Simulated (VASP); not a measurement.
Here is a VASP 6.6.1 calculation.

INCAR

```
PREC     = Accurate       # precision mode
ENCUT    = 600            # plane-wave cutoff, eV
EDIFF    = 1E-6           # SCF threshold, eV
ISMEAR   = 0              # smearing method
SIGMA    = 0.15           # smearing width, eV
LREAL    = False          # projectors in reciprocal space
LASPH    = True           # aspherical terms in the spheres
NELM     = 200            # most SCF steps
ALGO     = Normal         # electronic algorithm
ISIF     = 2              # what is computed and relaxed
LWAVE    = False          # write WAVECAR
LCHARG   = False          # write CHGCAR
GGA      = PE             # functional
NBANDS   = 33             # bands
GGA_COMPAT= False        
LMAXMIX  = 6              # l up to which the mixer works
```

The input KPOINTS:

```
regular mesh
0
Gamma
  3 3 3
```

POSCAR

```
HoAuF4
1.0
    5.5860451642      0.0000000000      0.0000000000
    0.0000000000      5.5860451642      0.0000000000
    0.0000000000      0.0000000000      3.2768071907
Ho Au F
1 1 4
Direct
    0.0000000000      0.0000000000      0.0000000000
    0.5000000000      0.5000000000      0.0000000000
    0.7853855215      0.2255848336      0.6483542660
    0.2146144785      0.7744151664      0.6483542660
    0.2255848336      0.2146144785      0.3516457340
    0.7744151664      0.7853855215      0.3516457340
```

Potentials or basis: VASP PAW PBE potentials, release 64 (Ho_3, Au, F), 4f in core.

Launch:

```console
$ cat potpaw_PBE.64/Ho_3/POTCAR potpaw_PBE.64/Au/POTCAR potpaw_PBE.64/F/POTCAR > POTCAR
$ mpirun -np 1 vasp_std > vasp.out
```

**Question.** What does it give for the pressure?

**Answer.** 0.8 GPa.

**Question.** Predict the largest force.

**Answer.** 0.265 eV/Å.

**Question.** What does it give for the band gap on the k mesh?

**Answer.** 1.00 eV.

Stress tensor (GPa, compression positive):
```
1.01 0.00 0.00
0.00 1.01 0.00
0.00 0.00 0.31
```

Caveat: the k points lie up to 0.64 Å⁻¹ apart; spin-orbit coupling is left out, which moves the levels of the heavy elements; the 4f electrons are frozen in the core, so they carry no moment and show no levels. Spin polarisation is off, so any magnetic state and its effect on volume and gap are missing.
